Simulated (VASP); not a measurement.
Set up this calculation in VASP 6.6.1, as the native input.

* Task: single point
* Functional: PBE
* Potentials or basis: VASP PAW PBE potentials, release 64 (Co, Te)
* Cutoff: 520 eV
* k mesh: 12 × 12 × 6
* Occupations: gaussian, width 0.1 eV
* Spin: no spin polarisation
* Dipole correction: no
* Further INCAR settings: ALGO = Normal; EDIFF = 1e-07; NBANDS = 33

The structure of Co2Te lies in POSCAR:

```
Co2Te
1.0
    3.8285159621      0.0000000000      0.0000000000
   -1.9142579811      3.3155920820      0.0000000000
    0.0000000000      0.0000000000      7.5940556417
Co Te
4 2
Direct
    0.3333333333      0.6666666667      0.5830966962
    0.6666666667      0.3333333333      0.0830966962
    0.3333333333      0.6666666667      0.9169033038
    0.6666666667      0.3333333333      0.4169033038
    0.3333333333      0.6666666667      0.2500000000
    0.6666666667      0.3333333333      0.7500000000
```

The input as run:

INCAR

```
PREC     = Accurate       # precision mode
ENCUT    = 520            # plane-wave cutoff, eV
EDIFF    = 1E-7           # SCF threshold, eV
ISMEAR   = 0              # smearing method
SIGMA    = 0.1            # smearing width, eV
LREAL    = False          # projectors in reciprocal space
LASPH    = True           # aspherical terms in the spheres
NELM     = 100            # most SCF steps
ALGO     = Normal         # electronic algorithm
ISIF     = 2              # what is computed and relaxed
LWAVE    = False          # write WAVECAR
LCHARG   = False          # write CHGCAR
GGA      = PE             # functional
NBANDS   = 33             # bands
```

KPOINTS

```
regular mesh
0
Gamma
  12 12 6
```

Potentials or basis: VASP PAW PBE potentials, release 64 (Co, Te).

Command:

```bash
$ cat potpaw_PBE.64/Co/POTCAR potpaw_PBE.64/Te/POTCAR > POTCAR
$ mpirun -np 1 vasp_std > vasp.out
```

It gave:

| Quantity | Value |
| --- | --- |
| Pressure | -0.1 GPa |
| Largest force | 0.004 eV/Å |
| Band gap on the k mesh | zero (band 24 reaches 10.63 eV, above the bottom of band 25 at 9.34 eV) |

Caveat: spin-orbit coupling is left out, which moves the levels of the heavy elements.

Run time: 2.8 min on 1 thread of Intel(R) Xeon(R) Platinum 8488C (Sapphire Rapids), with other jobs on the host, peak memory 0.33 GiB.
